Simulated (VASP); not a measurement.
The system is ZnS (Wurtzite-4H).

```
Zn S
1.0
     3.89767    0.00000    0.00000
    -1.94884    3.37548    0.00000
     0.00000    0.00000   12.76555
Zn S
4 4
Direct
  0.66667 0.33333 0.75000
  0.33333 0.66667 0.25000
  0.00000 0.00000 0.50000
  0.00000 0.00000 0.00000
  0.66667 0.33333 0.93750
  0.33333 0.66667 0.43750
  0.00000 0.00000 0.68750
  0.00000 0.00000 0.18750
```

Base run:

| Property | Result |
| --- | --- |
| Program | VASP 6.6.1 |
| Functional | r2SCAN |
| Potentials or basis | VASP PAW PBE potentials, release 64 (Zn, S) |
| Cutoff | 520 eV |
| k mesh | 8 × 8 × 3 |
| Occupations | fermi-dirac, width 0.05 eV |
| Spin | no spin polarisation |

Its results: band gap on the k mesh 2.42 eV, direct; pressure -4.7 GPa; largest force 0.027 eV/Å.

Task: The run is repeated on the same cell with these changes: functional from r2SCAN to PBEsol; further incar settings from ALGO = Normal; EDIFF = 1e-06; NBANDS = 46 to ALGO = Normal; EDIFF = 1e-07; NBANDS = 46. What comes out?

Result: Band gap on the k mesh 1.75 eV, direct; pressure -5.6 GPa; largest force 0.027 eV/Å.

Caveats: the PAW data sets were made with another functional, which shifts forces and pressure a little.

A k mesh can miss the band edges.
